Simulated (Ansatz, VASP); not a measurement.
**Two plane-wave programs on Sr**

Contents of INCAR:

```
ALGO = Normal ; EDIFF = 1E-8
ENCUT = 520 ; GGA = PE
ISIF = 2 ; ISMEAR = -1
LASPH = True ; LCHARG = False
LEFG = True ; LREAL = False
LWAVE = False ; NBANDS = 11
NELM = 100 ; PREC = Accurate
SIGMA = 0.05
```

Contents of KPOINTS:

```
k-points
0
Gamma
  10 10 10
```

Contents of POSCAR:

```
Sr
1.0
   -2.4250000000      2.4250000000      2.4250000000
    2.4250000000     -2.4250000000      2.4250000000
    2.4250000000      2.4250000000     -2.4250000000
Sr
1
Direct
    0.0000000000      0.0000000000      0.0000000000
```

Input for Ansatz:

```yaml
crystal:
  lattice:
    - [-2.425, 2.425, 2.425]
    - [2.425, -2.425, 2.425]
    - [2.425, 2.425, -2.425]
  atoms:
    - { symbol: Sr, position: [0.0, 0.0, 0.0] }
kpoints:
  mp_grid: { grid: [10, 10, 10] }
  band_path:
    path:
      - [0.0, 0.0, 0.0]
      - [0.5, -0.5, 0.5]
      - [0.0, 0.0, 0.5]
      - [0.0, 0.0, 0.0]
      - [0.25, 0.25, 0.25]
      - [0.5, -0.5, 0.5]
      - [0.25, 0.25, 0.25]
      - [0.0, 0.0, 0.5]
    npoints: 8
scf:
  occupations: { method: fermi_dirac, width: 0.05 }
hamiltonian:
  xc: pbe
  pseudopotentials: { kind: paw }
output:
  forces: true
  stress: true
  eigenvalues: true
  efg: { contact_densities: true }
  populations: true
  bader: true
  dos: { projected: true, de: 0.2, e_range: [-14, 8] }
```

Alike in both runs: task electric field gradients; functional PBE; k mesh 10 × 10 × 10; occupations fermi-dirac, width 0.05 eV; no spin polarisation.

|  | VASP | Ansatz |
| --- | --- | --- |
| version | VASP 6.6.1 | Ansatz 0.2.0 |
| potentials or method | VASP PAW PBE potentials, release 64 (Sr_sv) | PAW with Ansatz's default frozen-core files, scalar-relativistic |
| plane-wave cutoff (eV) | 520 | 420 |
| valence electrons in the cell | 10 | 10 |

```csv
,VASP,Ansatz,Ansatz less VASP
pressure (GPa),-0.6,-0.6,0.00
```

The functional is the same, so the differences come from potentials, cutoffs and numerics.
